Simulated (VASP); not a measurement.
# KCl (Fm-3m) in VASP: further runs, part 2 of 2

VASP 6.6.1. The steps go on from the part before.

**3. Single point, LDA**

This run uses another cell than the first one, of 28.05 Å³/atom.

Contents of INCAR:

```
  PREC = Accurate
  ENCUT = 520
  EDIFF = 1E-7
  ISMEAR = -1
  SIGMA = 0.02
  LREAL = F
  LASPH = T
  NELM = 80
  ALGO = Normal
  ISIF = 2
  LWAVE = F
  LCHARG = T
  LELF = T
  LVHAR = T
  NBANDS = 15
```

Contents of KPOINTS:

```
Automatic mesh
0
Gamma
  6 6 6
```

Contents of POSCAR:

```
KCl
1.0
    0.0000000000      3.0383694556      3.0383694556
    3.0383694556      0.0000000000      3.0383694556
    3.0383694556      3.0383694556      0.0000000000
K Cl
1 1
Direct
    0.0000000000      0.0000000000      0.0000000000
    0.5000000000      0.5000000000      0.5000000000
```

Potentials or basis: VASP PAW LDA potentials, release 64 (K_sv, Cl).

Run with:

```console
> cat potpaw_LDA.64/K_sv/POTCAR potpaw_LDA.64/Cl/POTCAR > POTCAR
> mpirun -np 1 vasp_std > vasp.out
```

OUTCAR:

```text
PREC = Accurate
   ENCUT = 520
   EDIFF = 1E-7
   ISMEAR = -1
   LREAL = F
   LASPH = T
   NELM = 80
   ISIF = 2

 ion  position               nearest neighbor table
   1  0.000  0.000  0.000-   2 3.04   2 3.04   2 3.04   2 3.04   2 3.04   2 3.04
   2  0.500  0.500  0.500-   1 3.04   1 3.04   1 3.04   1 3.04   1 3.04   1 3.04

  LATTYP: Found a face centered cubic cell.
 ALAT       =     6.0767389112

  Lattice vectors:

[... 462 lines left out ...]

------------------------ aborting loop because EDIFF is reached ----------------------------------------

  FORCE on cell =-STRESS in cart. coord.  units (eV):
  Direction    XX          YY          ZZ          XY          YZ          ZX
  --------------------------------------------------------------------------------------
  -------------------------------------------------------------------------------------
  Total        0.0296824      0.0296824      0.0296824     -0.0000000      0.0000000      0.0000000
  in kB        0.8477295      0.8477295      0.8477295     -0.0000000      0.0000000      0.0000000
  external PRESSURE =       0.8477295 kB  Pullay stress =       0.0000000 kB

 VOLUME and BASIS-vectors are now :
 -----------------------------------------------------------------------------
  energy-cutoff  :      520.00
  volume of cell :       56.10
      direct lattice vectors                 reciprocal lattice vectors
     0.000000000  3.038369456  3.038369456    -0.164561949  0.164561949  0.164561949
     3.038369456  0.000000000  3.038369456     0.164561949 -0.164561949  0.164561949
     3.038369456  3.038369456  0.000000000     0.164561949  0.164561949 -0.164561949

 POSITION                                       TOTAL-FORCE (eV/Angst)
 -----------------------------------------------------------------------------------
      0.00000      0.00000      0.00000        -0.000000     -0.000000     -0.000000
      3.03837      3.03837      3.03837         0.000000      0.000000      0.000000
 -----------------------------------------------------------------------------------
    total drift:                                0.000000     -0.000000     -0.000000

  FREE ENERGIE OF THE ION-ELECTRON SYSTEM (eV)
  ---------------------------------------------------
  free  energy   TOTEN  =        -7.4077668716 eV

  energy  without entropy=       -7.4077668716  energy(sigma->0) =       -7.40776687
```

stdout:

```text
POSCAR found type information on POSCAR K Cl
 POSCAR found :  2 types and       2 ions
 scaLAPACK will be used
 LDA part: xc-table for (Slater(with rela. corr.)+CA(PZ))
 , standard interpolation
 POSCAR, INCAR and KPOINTS ok, starting setup
 FFT: planning ... GRIDC
 FFT: planning ... GRID_SOFT
 FFT: planning ... GRID
 WAVECAR not read
 entering main loop
```

Wall time 12 s (1 thread of Intel Xeon Platinum 8488C (Sapphire Rapids), shared host); peak memory 0.15 GiB.

Results:

| Quantity | Value |
| --- | --- |
| Free energy | -7.4078 eV |
| Pressure | 0.1 GPa |
| Band gap on the k mesh | 5.11 eV |

**4. Single point, PBEsol**

This run uses another cell than the first one, of 30.42 Å³/atom.

Contents of INCAR:

```
PREC = Accurate ; ENCUT = 520
EDIFF = 1E-7 ; ISMEAR = -1
SIGMA = 0.02 ; LREAL = F
LASPH = T ; NELM = 60
ALGO = Normal ; ISIF = 2
LWAVE = F ; LCHARG = F
GGA = PS ; NBANDS = 15
```

Contents of KPOINTS:

```
regular mesh
0
Gamma
  6 6 6
```

Contents of POSCAR:

```
KCl
1.0
    0.0000000000      3.1216049491      3.1216049491
    3.1216049491      0.0000000000      3.1216049491
    3.1216049491      3.1216049491      0.0000000000
K Cl
1 1
Direct
    0.0000000000      0.0000000000      0.0000000000
    0.5000000000      0.5000000000      0.5000000000
```

Potentials or basis: VASP PAW PBE potentials, release 64 (K_sv, Cl).

Run with:

```console
> cat potpaw_PBE.64/K_sv/POTCAR potpaw_PBE.64/Cl/POTCAR > POTCAR
> mpirun -np 1 vasp_std > vasp.out
```

Run time: 18 s. Hardware: 1 thread of Intel Xeon Platinum 8488C (Sapphire Rapids), shared host; peak memory 0.2 GiB.

Results (log left out):

| Item | Value |
| --- | --- |
| Free energy | -7.0232 eV |
| Pressure | 0.1 GPa |
| Band gap on the k mesh | 5.10 eV |

Levels at points of the mesh, in eV from the valence-band top:
```
           k point  band 6  band 7  band 8  band 9  band 10  band 11
(0.00, 0.00, 0.00)    0.00    0.00    0.00    5.10     8.30     8.30
(0.50, 0.00, 0.00)   -1.13   -0.35   -0.35    7.49     8.58    10.56
(0.50, 0.50, 0.00)   -0.69   -0.23   -0.23    6.38     8.33    10.04
```

Caveat: the PAW data sets were made with another functional, which shifts forces and pressure a little.

**5. Single point, PBE**

This run uses another cell than the first one, of 32.43 Å³/atom.

Contents of INCAR:

```
  PREC = Accurate
  ENCUT = 520
  EDIFF = 1E-6
  ISMEAR = -1
  SIGMA = 0.02
  LREAL = F
  LASPH = T
  NELM = 100
  ALGO = Normal
  ISIF = 2
  LWAVE = F
  LCHARG = F
  GGA = PE
  NBANDS = 15
```

Contents of KPOINTS:

```
Automatic mesh
0
Gamma
  6 6 6
```

Contents of POSCAR:

```
KCl
1.0
    0.0000000000      3.1888501448      3.1888501448
    3.1888501448      0.0000000000      3.1888501448
    3.1888501448      3.1888501448      0.0000000000
K Cl
1 1
Direct
    0.0000000000      0.0000000000      0.0000000000
    0.5000000000      0.5000000000      0.5000000000
```

Potentials or basis: VASP PAW PBE potentials, release 64 (K_sv, Cl).

Run with:

```console
> cat potpaw_PBE.64/K_sv/POTCAR potpaw_PBE.64/Cl/POTCAR > POTCAR
> mpirun -np 1 vasp_std > vasp.out
```

OUTCAR:

```text
PREC = Accurate
   ENCUT = 520
   EDIFF = 1E-6
   ISMEAR = -1
   LREAL = F
   LASPH = T
   NELM = 100
   ISIF = 2
   GGA = PE

 ion  position               nearest neighbor table
   1  0.000  0.000  0.000-   2 3.19   2 3.19   2 3.19   2 3.19   2 3.19   2 3.19
   2  0.500  0.500  0.500-   1 3.19   1 3.19   1 3.19   1 3.19   1 3.19   1 3.19

  LATTYP: Found a face centered cubic cell.
 ALAT       =     6.3777002896

  Lattice vectors:

 A1 = (   0.0000000000,   3.1888501448,   3.1888501448)
[... 462 lines left out ...]

------------------------ aborting loop because EDIFF is reached ----------------------------------------

  FORCE on cell =-STRESS in cart. coord.  units (eV):
  Direction    XX          YY          ZZ          XY          YZ          ZX
  --------------------------------------------------------------------------------------
  -------------------------------------------------------------------------------------
  Total        0.0199859      0.0199859      0.0199859      0.0000000      0.0000000     -0.0000000
  in kB        0.4937449      0.4937449      0.4937449      0.0000000      0.0000000     -0.0000000
  external PRESSURE =       0.4937449 kB  Pullay stress =       0.0000000 kB

 VOLUME and BASIS-vectors are now :
 -----------------------------------------------------------------------------
  energy-cutoff  :      520.00
  volume of cell :       64.85
      direct lattice vectors                 reciprocal lattice vectors
     0.000000000  3.188850145  3.188850145    -0.156796330  0.156796330  0.156796330
     3.188850145  0.000000000  3.188850145     0.156796330 -0.156796330  0.156796330
     3.188850145  3.188850145  0.000000000     0.156796330  0.156796330 -0.156796330

 POSITION                                       TOTAL-FORCE (eV/Angst)
 -----------------------------------------------------------------------------------
      0.00000      0.00000      0.00000        -0.000000     -0.000000     -0.000000
      3.18885      3.18885      3.18885         0.000000      0.000000      0.000000
 -----------------------------------------------------------------------------------
    total drift:                                0.000000      0.000000      0.000000

  FREE ENERGIE OF THE ION-ELECTRON SYSTEM (eV)
  ---------------------------------------------------
  free  energy   TOTEN  =        -6.8109250129 eV

  energy  without entropy=       -6.8109250129  energy(sigma->0) =       -6.81092501
```

stdout:

```text
POSCAR found type information on POSCAR K Cl
 POSCAR found :  2 types and       2 ions
 scaLAPACK will be used
 LDA part: xc-table for (Slater+PW92), standard interpolation
 POSCAR, INCAR and KPOINTS ok, starting setup
 FFT: planning ... GRIDC
 FFT: planning ... GRID_SOFT
 FFT: planning ... GRID
 WAVECAR not read
 entering main loop
```

It took 16 s on 1 thread of Intel Xeon Platinum 8488C (Sapphire Rapids), shared host; peak memory 0.2 GiB.

What came out:

* Free energy: -6.8109 eV
* Pressure: 0.0 GPa
* Band gap on the k mesh: 5.05 eV

**6. Overview**

| level | potentials or basis | cell | k mesh | smearing | gap on the mesh (eV) | pressure (GPa) |
| --- | --- | --- | --- | --- | --- | --- |
| PBE | VASP PAW PBE potentials, release 64 (K_sv, Cl) | a = 4.448 Å, angles 60.0°, 2 atoms | 4 × 4 × 4 | gaussian 0.01 eV | 5.19 | 0.8 |
| LDA | VASP PAW LDA potentials, release 64 (K_sv, Cl) | a = 4.297 Å, angles 60.0°, 2 atoms | 6 × 6 × 6 | fermi-dirac 0.02 eV | 5.11 | 0.1 |
| PBEsol | VASP PAW PBE potentials, release 64 (K_sv, Cl) | a = 4.415 Å, angles 60.0°, 2 atoms | 6 × 6 × 6 | fermi-dirac 0.02 eV | 5.10 | 0.1 |
| PBE | VASP PAW PBE potentials, release 64 (K_sv, Cl) | a = 4.510 Å, angles 60.0°, 2 atoms | 6 × 6 × 6 | fermi-dirac 0.02 eV | 5.05 | 0.0 |

Alike in all rows: task single point; no spin polarisation; cutoff (eV) 520.

Caveats: some runs use coarse meshes; the PAW data sets were made with another functional, which shifts forces and pressure a little (at least some runs).

Total energies depend on the potentials used, so only differences within one code and one set of settings carry meaning.
